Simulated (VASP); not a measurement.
A run of VASP 6.6.1 is set up as follows.

Contents of INCAR:

```
PREC = Accurate ; ENCUT = 520
EDIFF = 1E-7 ; ISMEAR = 0
SIGMA = 0.01 ; LREAL = F
LASPH = T ; NELM = 60
ALGO = Normal ; ISIF = 2
LWAVE = F ; LCHARG = F
NBANDS = 20
```

Contents of KPOINTS:

```
Automatic mesh
0
Gamma
  6 6 2
```

The input POSCAR:

```
SnSe2
1.0
    3.8251638404      0.0000000000      0.0000000000
   -1.9125819202      3.3126890594      0.0000000000
    0.0000000000      0.0000000000      6.2270561301
Sn Se
1 2
Direct
    0.0000000000      0.0000000000      0.0000000000
    0.3333333333      0.6666666667      0.2530760434
    0.6666666667      0.3333333333      0.7469239566
```

Potentials or basis: VASP PAW LDA potentials, release 64 (Sn_d, Se).

The run is started by

```sh
$ cat potpaw_LDA.64/Sn_d/POTCAR potpaw_LDA.64/Se/POTCAR > POTCAR
$ mpirun -np 1 vasp_std > vasp.out
```

(1) Estimate the largest force.

(2) Predict the pressure.

(3) What does it give for the band gap on the k mesh?

## Answers

(1) 0.013 eV/Å.

(2) -1.5 GPa.

(3) 0.67 eV, indirect (least direct gap 0.93 eV).

Caveat: the k points lie up to 0.50 Å⁻¹ apart; spin-orbit coupling is left out, which moves the levels of the heavy elements.
